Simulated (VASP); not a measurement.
Here is a VASP 6.6.1 calculation.

File INCAR:

```
PREC = Accurate
ENCUT = 520
EDIFF = 1E-7
ISMEAR = 0
SIGMA = 0.02
LREAL = Auto
LASPH = T
NELM = 80
ALGO = Normal
ISIF = 2
LWAVE = F
LCHARG = T
GGA = PE
LELF = T
LVHAR = T
NBANDS = 89
```

KPOINTS

```
Automatic mesh
0
Gamma
  2 2 2
  0.5 0.5 0.5
```

The input POSCAR:

```
Si32O
1.0
    5.4700937548      5.4700937548      5.4700937548
    5.4700937548     -5.4700937548     -5.4700937548
   -5.4700937548      5.4700937548     -5.4700937548
Si O
32 1
Direct
    0.7488969447      0.7492026067      0.2475804000
   -0.0008636963      0.7508515730     -0.0024218963
    0.7414052998      0.4847031182      0.4912372841
    0.2483128372      0.7507408802      0.7488781150
    0.0030588141      0.5014971631      0.2507595960
    0.4916899272      0.7457905994      0.4953369396
    0.2527048095      0.5074306994      0.0021358866
    0.7496197842      0.2500178354      0.7491618396
   -0.0002734871      0.2503324552      0.4987126587
    0.5030461311      0.5036538903      0.7577587672
    0.7496978450     -0.0003204698     -0.0016360780
    0.2631772077      0.2644145722      0.2723548383
    0.5151418104      0.2593611853      0.0072726359
   -0.0431251292     -0.0455063498      0.7091508252
    0.2496855742     -0.0001744943      0.4986307589
    0.4986350549     -0.0018476831      0.2483643902
    0.5009011039      0.7522119701      0.2507114250
    0.7511945287      0.7515769719      0.0016943037
    0.5084008839      0.5086598374      0.5150857785
   -0.0135430951      0.7274358865      0.7354820009
    0.7587297743      0.5049631001      0.2544997513
    0.2472440255      0.7494227126      0.4987034267
    0.0001529224      0.5014297968      0.0001669990
    0.5002026698      0.2508751333      0.7500697765
    0.7467858291      0.2420804943      0.4963005429
    0.2501990023      0.5013767813      0.7497169489
    0.5001112637      0.0017459481      0.0003471604
    0.0014858063      0.2511264087      0.2493285419
    0.2932679168      0.2908690548      0.0455476654
    0.7353265191     -0.0068170678      0.7411205697
   -0.0030440977     -0.0022646778      0.4923232801
    0.2507833616      0.0024766486      0.2492178491
    0.1259918990      0.0993521362     -0.1002619013
```

Potentials or basis: VASP PAW PBE potentials, release 64 (Si, O).

The run is started by

```sh
$ cat potpaw_PBE.64/Si/POTCAR potpaw_PBE.64/O/POTCAR > POTCAR
$ mpirun -np 1 vasp_std > vasp.out
```

Problem. Estimate the pressure.

Solution. 1.7 GPa.

Problem. Estimate the largest force.

Solution. 0.052 eV/Å.

Problem. Estimate the band gap on the k mesh.

Solution. 1.29 eV.

Forces in eV/Å, atoms in the order of the input:
```
Si   0.000  0.001 -0.001
Si   0.000  0.001 -0.001
Si   0.003  0.003  0.000
Si  -0.001  0.001  0.002
Si   0.000 -0.002 -0.001
Si   0.001  0.001 -0.003
Si   0.000  0.004 -0.001
Si  -0.002  0.000  0.002
Si  -0.002  0.001 -0.002
Si  -0.002 -0.001 -0.001
Si   0.001  0.002 -0.001
Si   0.005  0.000  0.000
Si  -0.001  0.000  0.000
Si  -0.028 -0.031  0.030
Si  -0.001  0.002 -0.001
Si   0.003  0.000 -0.001
Si   0.002 -0.003  0.001
Si  -0.002  0.000 -0.001
Si  -0.003 -0.001  0.002
Si   0.001 -0.006 -0.001
Si  -0.001  0.000  0.001
Si   0.000 -0.002  0.001
Si  -0.002  0.001  0.001
Si   0.002 -0.001 -0.002
Si  -0.002 -0.003 -0.002
Si   0.002  0.002  0.000
Si  -0.001  0.001  0.003
Si   0.005  0.000  0.000
Si   0.030  0.030 -0.028
Si   0.001 -0.001  0.004
Si  -0.002  0.003 -0.001
Si   0.001  0.000  0.000
O   -0.005  0.001  0.001
```
